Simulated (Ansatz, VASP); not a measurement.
**Si3N4: VASP beside Ansatz**

Contents of INCAR:

```
PREC     = Accurate       # precision mode
ENCUT    = 600            # plane-wave cutoff, eV
EDIFF    = 1E-7           # SCF threshold, eV
ISMEAR   = 0              # smearing method
SIGMA    = 0.1            # smearing width, eV
LREAL    = False          # projectors in reciprocal space
LASPH    = True           # aspherical terms in the spheres
NELM     = 100            # most SCF steps
ALGO     = Normal         # electronic algorithm
ISIF     = 3              # what is computed and relaxed
LWAVE    = False          # write WAVECAR
LCHARG   = False          # write CHGCAR
GGA      = PE             # functional
IVDW     = 12             # dispersion correction
IBRION   = 2              # ionic algorithm
NSW      = 100            # ionic steps
EDIFFG   = -0.05          # ionic threshold
```

Contents of KPOINTS:

```
regular mesh
0
Gamma
  3 3 8
```

The input POSCAR:

```
Si3N4
1.0
    7.5950000000      0.0000000000      0.0000000000
   -3.7975000000      6.5774629417      0.0000000000
    0.0000000000      0.0000000000      2.9023000000
Si N
6 8
Direct
    0.7687000000      0.1744000000      0.2500000000
    0.5943000000      0.7687000000      0.7500000000
    0.8256000000      0.5943000000      0.2500000000
    0.2313000000      0.8256000000      0.7500000000
    0.4057000000      0.2313000000      0.2500000000
    0.1744000000      0.4057000000      0.7500000000
    0.0297000000      0.3295000000      0.2650000000
    0.7002000000      0.0297000000      0.7650000000
    0.6705000000      0.7002000000      0.2650000000
    0.9703000000      0.6705000000      0.7650000000
    0.2998000000      0.9703000000      0.2650000000
    0.3295000000      0.2998000000      0.7650000000
    0.3333333333      0.6666666667      0.2344000000
    0.6666666667      0.3333333333      0.7344000000
```

Input for Ansatz:

```yaml
crystal:
  lattice:
    - [7.595, 0.0, 0.0]
    - [-3.7975, 6.5774629417, 0.0]
    - [0.0, 0.0, 2.9023]
  atoms:
    - { symbol: Si, position: [0.7687, 0.1744, 0.25] }
    - { symbol: Si, position: [0.5943, 0.7687, 0.75] }
    - { symbol: Si, position: [0.8256, 0.5943, 0.25] }
    - { symbol: Si, position: [0.2313, 0.8256, 0.75] }
    - { symbol: Si, position: [0.4057, 0.2313, 0.25] }
    - { symbol: Si, position: [0.1744, 0.4057, 0.75] }
    - { symbol: "N", position: [0.0297, 0.3295, 0.265] }
    - { symbol: "N", position: [0.7002, 0.0297, 0.765] }
    - { symbol: "N", position: [0.6705, 0.7002, 0.265] }
    - { symbol: "N", position: [0.9703, 0.6705, 0.765] }
    - { symbol: "N", position: [0.2998, 0.9703, 0.265] }
    - { symbol: "N", position: [0.3295, 0.2998, 0.765] }
    - { symbol: "N", position: [0.3333333333, 0.6666666667, 0.2344] }
    - { symbol: "N", position: [0.6666666667, 0.3333333333, 0.7344] }
basis:
  ecutwfc: 420
kpoints:
  mp_grid: { grid: [3, 3, 8] }
hamiltonian:
  xc: pbe
  dispersion: d3bj
scf:
  occupations: { method: gaussian, width: 0.1 }
output:
  forces: true
  stress: true
  eigenvalues: true
relax:
  adjacent_minimum: "off"
  f_tol: 0.05
  max_steps: 80
  cell: { stress_tol: 0.5 }
```

Alike in both runs: task relaxation of cell and atoms; functional PBE; dispersion D3(BJ); k mesh 3 × 3 × 8; occupations gaussian, width 0.1 eV; no spin polarisation.

|  | VASP | Ansatz |
| --- | --- | --- |
| version | VASP 6.6.1 | Ansatz 0.2.0 |
| potentials or method | VASP PAW PBE potentials, release 64 (Si, N), cutoff 600 eV | scalar-relativistic, plane waves, PAW |
| valence electrons in the cell | 64 | 64 |

```csv
,VASP,Ansatz,Ansatz less VASP
"gap on the k mesh at the Fermi level, each at its own relaxed structure (eV)",4.33,4.34,+0.011
relaxed volume (Å³/atom),10.43,10.45,+0.021
relaxed cell length with the largest relative difference (Å),7.614,7.620,+0.0057
```
